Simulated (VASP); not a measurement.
Set up this calculation in VASP 6.6.1, as the native input.

```
Task                   : single point
Functional             : PBEsol
Dispersion             : D3(BJ)
Potentials or basis    : VASP PAW PBE potentials, release 64 (C)
Cutoff                 : 520 eV
k mesh                 : 11 × 11 × 11
Occupations            : methfessel-paxton, width 0.137 eV
Spin                   : no spin polarisation
Dipole correction      : no
Further INCAR settings : ALGO = Normal; EDIFF = 1e-07; NBANDS = 11
```

The structure of C lies in POSCAR:

```
C
1.0
    1.2361615875      0.7136982290      3.3691777347
   -1.2361615875      0.7136982290      3.3691777347
    0.0000000000     -1.4273964480      3.3691777347
C
2
Direct
    0.8360000000      0.8360000000      0.8360000000
    0.1640000000      0.1640000000      0.1640000000
```

The input as run:

INCAR

```
PREC     = Accurate       # precision mode
ENCUT    = 520            # plane-wave cutoff, eV
EDIFF    = 1E-7           # SCF threshold, eV
ISMEAR   = 1              # smearing method
SIGMA    = 0.137          # smearing width, eV
LREAL    = False          # projectors in reciprocal space
LASPH    = True           # aspherical terms in the spheres
NELM     = 60             # most SCF steps
ALGO     = Normal         # electronic algorithm
ISIF     = 2              # what is computed and relaxed
LWAVE    = False          # write WAVECAR
LCHARG   = False          # write CHGCAR
GGA      = PS             # functional
IVDW     = 12             # dispersion correction
NBANDS   = 11             # bands
```

KPOINTS

```
regular mesh
0
Gamma
  11 11 11
```

Potentials or basis: VASP PAW PBE potentials, release 64 (C).

Launch:

```console
$ cat potpaw_PBE.64/C/POTCAR > POTCAR
$ mpirun -np 1 vasp_std > vasp.out
```

Results of the run:

The pressure is -4.6 GPa. The largest force is 0.881 eV/Å. The band gap on the k mesh is 0.94 eV, direct. The dispersion energy per atom is -0.110 eV.

Caveat: three body term missing; the PAW data sets were made with another functional, which shifts forces and pressure a little.

It took 90 s on 1 thread of AMD EPYC 7R13, with other jobs on the host, peak memory 0.14 GiB.
